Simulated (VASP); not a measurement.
Zn:

```xyz
2
Lattice="2.6144 0.0000 0.0000 -1.3072 2.2641 0.0000 0.0000 0.0000 4.8732" Properties=species:S:1:pos:R:3 pbc="T T T"
Zn    0.0000    1.5094    1.2183
Zn    1.3072    0.7547    3.6549
```

```yaml
Program: VASP 6.6.1
Task: relaxation of cell and atoms
Functional: LDA
Potentials_or_basis: VASP PAW LDA potentials, release 64 (Zn)
Cutoff: 600 eV
k_mesh: 15 × 15 × 8
Occupations: gaussian, width 0.1 eV
Spin: no spin polarisation
```

At the start: pressure -4.8 GPa; volume 14.42 Å³/atom.

Question: How do energy, volume and symmetry change on relaxing?

Answer: Over 19 steps the energy falls by 14.2 meV/atom and the volume is 13.76 Å³/atom (-4.6 %); space group P6_3/mmc (No. 194, to 0.05 Å).

The path:
| step | energy change (eV) | largest force (eV/Å) | pressure (GPa) | volume (Å³) |
| --- | --- | --- | --- | --- |
| 1 | 0.0000 | 0.0000 | -4.84 | 28.85 |
| 2 | -0.0258 | 0.0000 | 1.78 | 27.06 |
| 3 | -0.0282 | 0.0000 | 0.19 | 27.43 |
| 4 | -0.0282 | 0.0000 | 0.11 | 27.46 |
| 5 | -0.0284 | 0.0000 | 0.10 | 27.51 |
| 6 | -0.0284 | 0.0000 | 0.02 | 27.55 |
| 7 | -0.0284 | 0.0000 | -0.06 | 27.54 |
| 8 | -0.0284 | 0.0000 | 0.14 | 27.53 |
| 9 | -0.0284 | 0.0000 | -0.17 | 27.54 |
| 10 | -0.0284 | 0.0000 | 0.04 | 27.53 |
| 11 | -0.0284 | 0.0000 | -0.01 | 27.54 |
| 12 | -0.0284 | 0.0000 | -0.05 | 27.54 |
| 13 | -0.0284 | 0.0000 | 0.05 | 27.52 |
| 14 | -0.0284 | 0.0000 | 0.03 | 27.53 |
| 15 | -0.0284 | 0.0000 | -0.04 | 27.53 |
| 16 | -0.0284 | 0.0000 | 0.03 | 27.53 |
| 17 | -0.0284 | 0.0000 | -0.06 | 27.53 |
| 18 | -0.0284 | 0.0000 | 0.04 | 27.53 |
| 19 | -0.0284 | 0.0000 | -0.01 | 27.53 |

Final structure:
```xyz
2
Lattice="2.5549 0.0000 0.0000 -1.2774 2.2126 0.0000 0.0000 0.0000 4.8698" Properties=species:S:1:pos:R:3 pbc="T T T"
Zn    0.0000    1.4750    1.2175
Zn    1.2774    0.7375    3.6524
```
